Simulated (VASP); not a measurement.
Wanted: the native input for a VASP 6.6.1 run.

| Property | Result |
| --- | --- |
| Task | single point |
| Functional | PBE |
| Dispersion | D3(BJ) |
| Potentials or basis | VASP PAW PBE potentials, release 64 (Cu, Cl) |
| Cutoff | 520 eV |
| k mesh | 6 × 6 × 1 |
| Occupations | gaussian, width 0.1 eV |
| Spin | no spin polarisation |
| Dipole correction | yes |
| Further INCAR settings | LREAL = Auto; ALGO = Fast; EDIFF = 1e-06; NBANDS = 106 |

The structure of Cu16Cl lies in POSCAR:

```
Cu16Cl
1.0
    5.0393684011      0.0000000000      0.0000000000
   -2.5196842005      4.3642210544      0.0000000000
    0.0000000000      0.0000000000     25.1719406043
Cu Cl
16 1
Direct
    0.3333333333      0.1666666667      0.3376775805
    0.3333333333      0.6666666667      0.3376775805
    0.8333333333      0.1666666667      0.3376775805
    0.8333333333      0.6666666667      0.3376775805
    0.6666666667      0.3333333333      0.4194080107
    0.6666666667      0.8333333333      0.4194080107
    0.1666666667      0.3333333333      0.4194080107
    0.1666666667      0.8333333333      0.4194080107
    0.0011099953      0.5005549976      0.5010423811
    0.0000000000      0.0000000000      0.5011552541
    0.4994450024      0.5005549976      0.5010423811
    0.4994450024     -0.0011099953      0.5010423811
    0.3333333333      0.6666666667      0.5837902767
    0.3333533365      0.1666766682      0.5823565238
    0.8333233318      0.6666466635      0.5823565238
    0.8333233318      0.1666766682      0.5823565238
    0.3333333333      0.6666666667      0.6699003060
```

One way to write it, as run:

INCAR

```
  ALGO = Fast
  DIPOL = 0.5 0.5 0.473
  EDIFF = 1E-6
  ENCUT = 520
  GGA = PE
  IDIPOL = 3
  ISIF = 2
  ISMEAR = 0
  IVDW = 12
  LASPH = True
  LCHARG = False
  LDIPOL = True
  LREAL = Auto
  LWAVE = False
  NBANDS = 106
  NELM = 80
  PREC = Accurate
  SIGMA = 0.1
```

KPOINTS

```
k-points
0
Gamma
  6 6 1
```

Potentials or basis: VASP PAW PBE potentials, release 64 (Cu, Cl).

Command:

```sh
$ cat potpaw_PBE.64/Cu/POTCAR potpaw_PBE.64/Cl/POTCAR > POTCAR
$ mpirun -np 1 vasp_std > vasp.out
```

Results of the run:

The largest force is 0.088 eV/Å. The band gap on the k mesh is zero (an odd number of electrons rules out a gap without spin polarisation) and the dispersion energy per atom is -0.439 eV.

Caveat: an odd number of electrons without spin polarisation forces a metal; a magnetic or distorted state may lie lower.

It took 18 min on 1 thread of Oxide Virtual Turin-like Processor, with other jobs on the host, peak memory 0.72 GiB.
